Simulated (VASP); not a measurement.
Rb2ZrH4:

```xyz
7
Lattice="5.3990 0.0000 0.0000 -2.6995 4.6757 0.0000 0.0000 0.0000 6.0028" Properties=species:S:1:pos:R:3 pbc="T T T"
Rb    0.0000    3.1171    0.0000
Rb    2.6995    1.5586    0.0000
Zr    0.0000    0.0000    3.0014
H     0.0000    3.1171    3.0014
H     2.6995    1.5586    3.0014
H     0.0000    0.0000    4.4681
H     0.0000    0.0000    1.5347
```

The cell was built from a structure type or drawn by symmetry, and may not be a known phase.

- Program: VASP 6.6.1
- Task: relaxation of cell and atoms
- Functional: PBE
- Potentials or basis: VASP PAW PBE potentials, release 64 (Rb_sv, Zr_sv, H)
- Cutoff: 600 eV
- k mesh: 3 × 3 × 2
- Occupations: gaussian, width 0.15 eV
- Spin: no spin polarisation

At the start: pressure 7.3 GPa; volume 21.65 Å³/atom.

Q: How do energy, volume and symmetry change on relaxing?

A: Over 11 steps the energy falls by 623.5 meV/atom and the volume is 18.23 Å³/atom (-15.8 %); space group P6/mmm (No. 191, to 0.1 Å) before and after.

The path:
```
step  energy change (eV)  largest force (eV/Å)  pressure (GPa)  volume (Å³)
   1              0.0000                9.7692            7.26       151.53
   2             -3.2507                0.8789           -5.67       171.88
   3             -3.7355                0.2695           -3.89       164.57
   4             -3.7370                0.3375           -3.79       164.32
   5             -3.7370                0.4160           -3.68       164.03
   6             -4.0043                0.4277           -3.09       152.99
   7             -4.3254                0.4247           -0.75       133.22
   8             -4.3431                0.4054            1.12       124.87
   9             -4.3485                0.4131            0.45       127.52
  10             -4.3642                0.0915            0.06       127.60
  11             -4.3644                0.0577            0.02       127.61
```

Final structure:
```
Rb Zr H
1.0
     4.81945    0.00000    0.00000
    -2.40973    4.17377    0.00000
     0.00000    0.00000    6.34387
Rb Zr H
2 1 4
Cartesian
  0.0000 2.7825 0.0000
  2.4097 1.3913 0.0000
  0.0000 0.0000 3.1719
  0.0000 2.7825 3.1719
  2.4097 1.3913 3.1719
  0.0000 0.0000 5.1809
  0.0000 0.0000 1.1630
```

Caveat: the k points lie up to 0.50 Å⁻¹ apart in the final cell; the volume moved by over 15 % at a fixed basis, so the end points are rough; the relaxation stopped at a loose force limit of 0.08 eV/Å, so its end isn't a converged minimum.
